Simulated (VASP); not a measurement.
Here is a VASP 6.6.1 calculation.

INCAR

```
SYSTEM = Au
PREC = Accurate ; ENCUT = 520
EDIFF = 1E-6 ; ISMEAR = -1
SIGMA = 0.1 ; LREAL = .FALSE.
LASPH = .TRUE. ; NELM = 60
ALGO = Normal ; ISIF = 2
LWAVE = .FALSE. ; LCHARG = .FALSE.
GGA = RE ; NBANDS = 18
```

The input KPOINTS:

```
regular mesh
0
G
  10 10 10
  0 0 0
```

Contents of POSCAR:

```
Au
1.0
    0.0000000000      3.1161209815      3.1161209815
    3.1161209815      0.0000000000      3.1161209815
    3.1161209815      3.1161209815      0.0000000000
Au
2
Direct
    0.1250000000      0.1250000000      0.1250000000
    0.8750000000      0.8750000000      0.8750000000
```

Potentials or basis: VASP PAW PBE potentials, release 64 (Au).

Launch:

```console
$ cat potpaw_PBE.64/Au/POTCAR > POTCAR
$ mpirun -np 1 vasp_std > vasp.out
```

Task: What does it give for the pressure?

Result: 0.0 GPa.

Task: What does it give for the band gap on the k mesh?

Result: Zero (band 11 reaches 2.82 eV, above the bottom of band 12 at 2.17 eV).

Caveat: the PAW data sets were made with another functional, which shifts forces and pressure a little; spin-orbit coupling is left out, which moves the levels of the heavy elements.
